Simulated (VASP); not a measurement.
# SnO2 (Pnnm) in VASP: relaxation of cell and atoms with PBEsol

Aim: the relaxation of cell and atoms of SnO2 with PBEsol.

Everything below comes from runs of VASP 6.6.1. Logs are shortened: lines on timing, memory, paths and dates and some standing lists are left out, and cuts for length are marked.

## 1. The cell of the first run

It takes space group Pnnm (No. 58, orthorhombic). The conventional cell has a = 4.788 Å, b = 4.867 Å, c = 3.241 Å, α = 90.00°, β = 90.00°, γ = 90.00°. Sn (site symmetry 2/m) has 6 O at 2.09 to 2.10 Å within 2.8 Å. O (site symmetry m) has 3 Sn at 2.09 to 2.10 Å and 1 O at 2.65 Å within 2.8 Å.

## 2. Relaxation of cell and atoms, PBEsol

The input, INCAR:

```
SYSTEM = SnO2
  PREC = Accurate
  ENCUT = 600
  EDIFF = 1E-6
  ISMEAR = 0
  SIGMA = 0.02
  LREAL = .FALSE.
  LASPH = .TRUE.
  NELM = 60
  ALGO = Normal
  ISIF = 3
  LWAVE = .FALSE.
  LCHARG = .FALSE.
  GGA = PS
  IBRION = 2
  NSW = 100
  EDIFFG = -0.002
```

The input, KPOINTS:

```
regular mesh
0
G
  6 6 8
  0 0 0
```

The input, POSCAR:

```
SnO2
1.0
    4.7880040000      0.0000000000      0.0000000000
    0.0000000000      4.8665820000      0.0000000000
    0.0000000000      0.0000000000      3.2408980000
Sn O
2 4
Direct
    0.5000000000      0.5000000000      0.5000000000
    0.0000000000      0.0000000000      0.0000000000
    0.2918550000      0.3210420000      0.0000000000
    0.7918550000      0.1789580000      0.5000000000
    0.2081450000      0.8210420000      0.5000000000
    0.7081450000      0.6789580000      0.0000000000
```

Potentials or basis: VASP PAW PBE potentials, release 64 (Sn_d, O).

Command:

```bash
$ cat potpaw_PBE.64/Sn_d/POTCAR potpaw_PBE.64/O/POTCAR > POTCAR
$ mpirun -np 1 vasp_std > vasp.out
```

OUTCAR:

```text
SYSTEM = SnO2
   PREC = Accurate
   ENCUT = 600
   EDIFF = 1E-6
   ISMEAR = 0
   LREAL = .FALSE.
   LASPH = .TRUE.
   NELM = 60
   ISIF = 3
   GGA = PS
   IBRION = 2
   NSW = 100
   EDIFFG = -0.002

 ion  position               nearest neighbor table
   1  0.500  0.500  0.500-   3 2.09   6 2.09   3 2.09   6 2.09   5 2.10   4 2.10
   2  0.000  0.000  0.000-   4 2.09   5 2.09   4 2.09   5 2.09   3 2.10   6 2.10
   3  0.292  0.321  0.000-   1 2.09   1 2.09   2 2.10
   4  0.792  0.179  0.500-   2 2.09   2 2.09   1 2.10
   5  0.208  0.821  0.500-   2 2.09   2 2.09   1 2.10
   6  0.708  0.679  0.000-   1 2.09   1 2.09   2 2.10

  LATTYP: Found a simple orthorhombic cell.
 ALAT       =     3.2408980000
 B/A-ratio  =     1.4773695439
 C/A-ratio  =     1.5016152930

  Lattice vectors:

 A1 = (   0.0000000000,   0.0000000000,   3.2408980000)
 A2 = (   4.7880040000,   0.0000000000,   0.0000000000)
 A3 = (   0.0000000000,   4.8665820000,   0.0000000000)

Analysis of symmetry for initial positions (statically):
=====================================================================
 Subroutine PRICEL returns:
 Original cell was already a primitive cell.

 Routine SETGRP: Setting up the symmetry group for a
 simple orthorhombic supercell.

 Subroutine GETGRP returns: Found  8 space group operations
 (whereof  4 operations were pure point group operations)
 out of a pool of  8 trial point group operations.

The static configuration has the point symmetry C_2h.
 The point group associated with its full space group is D_2h.

Analysis of symmetry for dynamics (positions and initial velocities):
=====================================================================
 Subroutine PRICEL returns:
 Original cell was already a primitive cell.

 Routine SETGRP: Setting up the symmetry group for a
 simple orthorhombic supercell.

 Subroutine GETGRP returns: Found  8 space group operations
 (whereof  4 operations were pure point group operations)
 out of a pool of  8 trial point group operations.

The dynamic configuration has the point symmetry C_2h.
 The point group associated with its full space group is D_2h.

 Subroutine INISYM returns: Found  8 space group operations
 (whereof  4 operations are pure point group operations),
 and found     1 'primitive' translations

----------------------------------------------------------------------------------------

                                     Primitive cell

  volume of cell :      75.5169

  direct lattice vectors                    reciprocal lattice vectors
     4.788004000  0.000000000  0.000000000     0.208855298  0.000000000  0.000000000
     0.000000000  4.866582000  0.000000000     0.000000000  0.205483027  0.000000000
     0.000000000  0.000000000  3.240898000     0.000000000  0.000000000  0.308556456

  length of vectors
     4.788004000  4.866582000  3.240898000     0.208855298  0.205483027  0.308556456

  position of ions in fractional coordinates (direct lattice)
     0.500000000  0.500000000  0.500000000
     0.000000000  0.000000000  0.000000000
     0.291855000  0.321042000  0.000000000
     0.791855000  0.178958000  0.500000000
     0.208145000  0.821042000  0.500000000
     0.708145000  0.678958000  0.000000000

  ion indices of the primitive-cell ions
   primitive index   ion index
                 1           1
                 2           2
                 3           3
                 4           4
                 5           5
                 6           6

----------------------------------------------------------------------------------------

 KPOINTS: regular mesh

Automatic generation of k-mesh.
 Grid dimensions read from file:
 generate k-points for:    6    6    8

 Generating k-lattice:

  Cartesian coordinates                     Fractional coordinates (reciprocal lattice)
     0.034809216  0.000000000  0.000000000     0.166666667  0.000000000  0.000000000
     0.000000000  0.034247171  0.000000000     0.000000000  0.166666667  0.000000000
     0.000000000  0.000000000  0.038569557     0.000000000  0.000000000  0.125000000

  Length of vectors
     0.034809216  0.034247171  0.038569557

  Shift w.r.t. Gamma in fractional coordinates (k-lattice)
     0.000000000  0.000000000  0.000000000

 Subroutine IBZKPT returns following result:
 ===========================================

 Found     80 irreducible k-points:

 Following reciprocal coordinates:
            Coordinates               Weight
  0.000000  0.000000  0.000000      1.000000
  0.166667  0.000000  0.000000      2.000000
  0.333333  0.000000  0.000000      2.000000
  0.500000  0.000000  0.000000      1.000000
  0.000000  0.166667  0.000000      2.000000
  0.166667  0.166667  0.000000      4.000000
[... 16 lines left out ...]
  0.333333  0.166667  0.125000      8.000000
  0.500000  0.166667  0.125000      4.000000
 [... further k-points ...]
   k-points           NKPTS =     80   k-points in BZ     NKDIM =     80   number of bands    NBANDS=     31
   number of dos      NEDOS =    301   number of ions     NIONS =      6
   total plane-waves  NPLWV =  44800
   dimension x,y,z NGX =    40 NGY =   40 NGZ =   28
   dimension x,y,z NGXF=    80 NGYF=   80 NGZF=   56
   ions per type =               2   4
   NGX,Y,Z   is equivalent  to a cutoff of  13.89, 13.66, 14.36 a.u.
   NGXF,Y,Z  is equivalent  to a cutoff of  27.78, 27.33, 28.73 a.u.
 SYSTEM =  SnO2
   PREC   = accura    normal or accurate (medium, high low for compatibility)
   ISTART =      0    job   : 0-new  1-cont  2-samecut
   ICHARG =      2    charge: 1-file 2-atom 10-const
   ISPIN  =      1    spin polarized calculation?
   LNONCOLLINEAR =      F non collinear calculations
   LSORBIT =      F    spin-orbit coupling
   LASPH  =      T    aspherical Exc in radial PAW
   ENCUT  =  600.0 eV  44.10 Ry    6.64 a.u.   9.56  9.72  6.47*2*pi/ulx,y,z
   NELM   =     60;   NELMIN=  2; NELMDL= -5     # of ELM steps
   EDIFF  = 0.1E-05   stopping-criterion for ELM
   LREAL  =      F    real-space projection
   EDIFFG = -.2E-02   stopping-criterion for IOM
   NSW    =    100    number of steps for IOM
   IBRION =      2    ionic relax: 0-MD 1-quasi-New 2-CG
   NFREE  =      1    steps in history (QN), initial steepest desc. (CG)
   ISIF   =      3    stress and relaxation
   ISYM   =      2    0-nonsym 1-usesym 2-fastsym
   POTIM  = 0.5000    time-step for ionic-motion
   TEBEG  =    0.0;   TEEND  =   0.0 temperature during run
   PSTRESS=    0.0 pullay stress
   NELECT =      52.0000    total number of electrons
   NUPDOWN=      -1.0000    fix difference up-down
   EMIN   =  10.00;   EMAX   =-10.00  energy-range for DOS
   EFERMI =   0.00;   METHOD = LEGACY
   ISMEAR =     0;   SIGMA  =   0.02  broadening in eV -4-tet -1-fermi 0-gaus
   EFERMI_NEDOS =   21; number of points for ismear=-14 and -15
   IALGO  =     38    algorithm
   IMIX   =      4    mixing-type and parameters
     AMIX     =   0.40;   BMIX     =  1.00
     AMIX_MAG =   1.60;   BMIX_MAG =  1.00
  volume/ion in A,a.u.               =      12.59        84.94
  Fermi-wavevector in a.u.,A,eV,Ry     =   1.445644  2.731871 28.434627  2.089886
  Thomas-Fermi vector in A             =   2.563802
   LORBIT       =      0    0 simple, 1 ext, 2 COOP (PROOUT), +10 PAW based schemes
   GGA     = PS    functional components
   LHFCALC =     F    Hartree Fock is set to
   AEXX    =    0.0000 exact exchange contribution
   IVDW    =     0    specifies the selected vdW correction
   LEPSILON=     F    determine dielectric tensor
   LRPA    =     F    only Hartree local field effects (RPA)
 conjugate gradient relaxation of ions
 non-spin polarized calculation
 Gauss-broadening in eV      SIGMA  =   0.02
  energy-cutoff  :      600.00
  volume of cell :       75.52
 maximum number of plane-waves:      2552
 NGX is ok and might be reduce to    40
   NGX = 19   NGY = 19   NGZ = 13

--------------------------------------- Ionic step        1  -------------------------------------------

 number of electron      51.9999998 magnetization

 Free energy of the ion-electron system (eV)
  ---------------------------------------------------
  ext. energy  EPLUGINS =         0.00000000
  ---------------------------------------------------
  free energy    TOTEN  =       -39.62762492 eV

  energy without entropy =      -39.62762492  energy(sigma->0) =      -39.62762492

------------------------ aborting loop because EDIFF is reached ----------------------------------------

  FORCE on cell =-STRESS in cart. coord.  units (eV):
  Direction    XX          YY          ZZ          XY          YZ          ZX
  --------------------------------------------------------------------------------------
  -------------------------------------------------------------------------------------
  Total       -2.5658561     -2.6845134     -3.0764350     -0.0000000      0.0000000      0.0000000
  in kB      -54.4375990    -56.9550504    -65.2701209     -0.0000000      0.0000000      0.0000000
  external PRESSURE =     -58.8875901 kB  Pullay stress =       0.0000000 kB
[... 101 lines left out ...]
  FREE ENERGIE OF THE ION-ELECTRON SYSTEM (eV)
  ---------------------------------------------------
  free  energy   TOTEN  =       -39.6726564632 eV

  energy  without entropy=      -39.6726564632  energy(sigma->0) =      -39.67265646

[... ionic steps 4 to 32 ...]

--------------------------------------- Ionic step       33  -------------------------------------------

 number of electron      52.0000006 magnetization

------------------------ aborting loop because EDIFF is reached ----------------------------------------

  FORCE on cell =-STRESS in cart. coord.  units (eV):
  Direction    XX          YY          ZZ          XY          YZ          ZX
  --------------------------------------------------------------------------------------
  -------------------------------------------------------------------------------------
  Total       -0.0049351     -0.0097626      0.0276801      0.0000000      0.0000000      0.0000000
  in kB       -0.1080001     -0.2136455      0.6057522      0.0000000      0.0000000      0.0000000
  external PRESSURE =       0.0947022 kB  Pullay stress =       0.0000000 kB
[... 65 lines left out ...]
  energy  without entropy=      -39.6847907844  energy(sigma->0) =      -39.68479078

--------------------------------------- Ionic step       35  -------------------------------------------

 number of electron      52.0000006 magnetization

 Free energy of the ion-electron system (eV)
  ---------------------------------------------------
  ext. energy  EPLUGINS =         0.00000000
  ---------------------------------------------------
  free energy    TOTEN  =       -39.68479191 eV

  energy without entropy =      -39.68479191  energy(sigma->0) =      -39.68479191

 E-fermi :   5.9291     XC(G=0): -11.4137

 val. band max:        5.7482189724   @ k =   0.0000   0.0000   0.0000
 cond. band min:       6.6346215725   @ k =   0.0000   0.0000   0.0000
 fundamental gap:      0.8864026001
 Fermi energy:         5.9291414021

 k-point     1 :       0.0000    0.0000    0.0000
  band No.  band energies     occupation
      1     -15.2503      2.00000
      2     -14.5042      2.00000
      3     -14.2663      2.00000
      4     -14.2408      2.00000
      5     -14.2407      2.00000
      6     -14.1733      2.00000
[... 805 lines left out ...]
     30      13.1740      0.00000
     31      15.7922      0.00000

 [... further k-points ...]

------------------------ aborting loop because EDIFF is reached ----------------------------------------

  FORCE on cell =-STRESS in cart. coord.  units (eV):
  Direction    XX          YY          ZZ          XY          YZ          ZX
  --------------------------------------------------------------------------------------
  -------------------------------------------------------------------------------------
  Total       -0.0056272     -0.0017783      0.0076501     -0.0000000      0.0000000      0.0000000
  in kB       -0.1231333     -0.0389129      0.1673980     -0.0000000      0.0000000      0.0000000
  external PRESSURE =       0.0017839 kB  Pullay stress =       0.0000000 kB
[... 21 lines left out ...]
  FREE ENERGIE OF THE ION-ELECTRON SYSTEM (eV)
  ---------------------------------------------------
  free  energy   TOTEN  =       -39.6847919148 eV

  energy  without entropy=      -39.6847919148  energy(sigma->0) =      -39.68479191

 reached required accuracy - stopping structural energy minimisation
```

Run time: 21 min. Hardware: 1 thread of AMD EPYC 9R45 (Zen 5), shared host; peak memory 0.31 GiB.

What came out:

- Free energy: -39.6848 eV
- Relaxed volume: 12.20 Å³/atom
- Relaxed cell: a = 4.772 Å, b = 4.771 Å, c = 3.216 Å, α = 90.00°, β = 90.00°, γ = 90.00°
- Space group after relaxing (to 0.1 Å): P4_2/mnm (No. 136)
- Energy gained by relaxing: 9.5 meV/atom
- Ionic steps: 35
- Pressure after relaxing: 0.0 GPa
- Band gap on the k mesh: 0.89 eV

The path:
| step | energy change (eV) | largest force (eV/Å) | pressure (GPa) | volume (Å³) |
| --- | --- | --- | --- | --- |
| 1 | 0.0000 | 0.1053 | -5.89 | 75.52 |
| 2 | 0.0202 | 0.2809 | 8.05 | 70.57 |
| 3 | -0.0450 | 0.0998 | -0.09 | 73.21 |
| 4 | -0.0450 | 0.1020 | 0.05 | 73.16 |
| 5 | -0.0472 | 0.0537 | 0.11 | 73.03 |
| 6 | -0.0474 | 0.0609 | 0.19 | 72.99 |
| 7 | -0.0481 | 0.0569 | -0.17 | 73.11 |
| 8 | -0.0484 | 0.0530 | -0.58 | 73.27 |
| 9 | -0.0487 | 0.0505 | -0.52 | 73.26 |
| 10 | -0.0495 | 0.0487 | -0.39 | 73.22 |
| 11 | -0.0507 | 0.0689 | -0.11 | 73.15 |
| 12 | -0.0511 | 0.1439 | 0.45 | 73.01 |
| 13 | -0.0512 | 0.1200 | 0.28 | 73.05 |
| 14 | -0.0519 | 0.1130 | 0.26 | 73.06 |
| 15 | -0.0536 | 0.0931 | 0.19 | 73.10 |
| 16 | -0.0559 | 0.0534 | 0.05 | 73.18 |
| 17 | -0.0566 | 0.0262 | -0.38 | 73.32 |
| 18 | -0.0570 | 0.0013 | -0.21 | 73.27 |
| 19 | -0.0570 | 0.0055 | -0.19 | 73.27 |
| 20 | -0.0571 | 0.0077 | 0.17 | 73.15 |
| 21 | -0.0571 | 0.0071 | 0.10 | 73.17 |
| 22 | -0.0572 | 0.0008 | 0.02 | 73.20 |
| 23 | -0.0572 | 0.0034 | -0.02 | 73.21 |
| 24 | -0.0572 | 0.0011 | 0.06 | 73.20 |
| 25 | -0.0572 | 0.0011 | 0.03 | 73.20 |
| 26 | -0.0572 | 0.0009 | 0.03 | 73.20 |
| 27 | -0.0572 | 0.0004 | 0.05 | 73.20 |
| 28 | -0.0572 | 0.0004 | 0.02 | 73.20 |
| 29 | -0.0572 | 0.0007 | 0.02 | 73.21 |
| 30 | -0.0572 | 0.0013 | 0.00 | 73.21 |
| 31 | -0.0572 | 0.0008 | 0.00 | 73.21 |
| 32 | -0.0572 | 0.0006 | 0.03 | 73.21 |
| 33 | -0.0572 | 0.0011 | 0.01 | 73.21 |
| 34 | -0.0572 | 0.0021 | -0.07 | 73.23 |
| 35 | -0.0572 | 0.0013 | 0.00 | 73.22 |

Final structure:
```
Sn O
1.0
     4.77224    0.00000    0.00000
     0.00000    4.77138    0.00000
     0.00000    0.00000    3.21560
Sn O
2 4
Direct
  0.50000 0.50000 0.50000
  0.00000 0.00000 0.00000
  0.30632 0.30615 0.00000
  0.80632 0.19385 0.50000
  0.19368 0.80615 0.50000
  0.69368 0.69386 0.00000
```

Levels at points of the mesh, in eV from the valence-band top:
```
           k point  band 22  band 23  band 24  band 25  band 26  band 27  band 28  band 29  band 30  band 31
(0.00, 0.00, 0.00)    -1.27    -1.27    -0.78    -0.78     0.00     0.89     5.82     6.02     6.02    10.15
(0.50, 0.00, 0.00)    -1.98    -1.23    -1.23    -0.63    -0.63     4.11     4.11     6.79     6.79    10.61
(0.00, 0.50, 0.00)    -1.98    -1.23    -1.23    -0.63    -0.63     4.11     4.11     6.78     6.78    10.62
(0.50, 0.50, 0.00)    -1.98    -1.35    -1.35    -0.89    -0.89     4.51     4.51     7.21     7.21    10.66
(0.00, 0.00, 0.50)    -2.66    -1.64    -1.64    -1.24    -1.24     5.84     5.84     9.42     9.42    10.33
(0.50, 0.00, 0.50)    -1.74    -1.08    -1.08    -0.73    -0.73     6.12     6.12     7.71     7.71    10.66
(0.00, 0.50, 0.50)    -1.74    -1.08    -1.08    -0.73    -0.73     6.12     6.12     7.71     7.71    10.66
(0.50, 0.50, 0.50)    -2.44    -0.96    -0.96    -0.82    -0.82     4.52     4.52     8.60     8.60    10.66
```

Caveat: the PAW data sets were made with another functional, which shifts forces and pressure a little; spin-orbit coupling is left out, which moves the levels of the heavy elements.
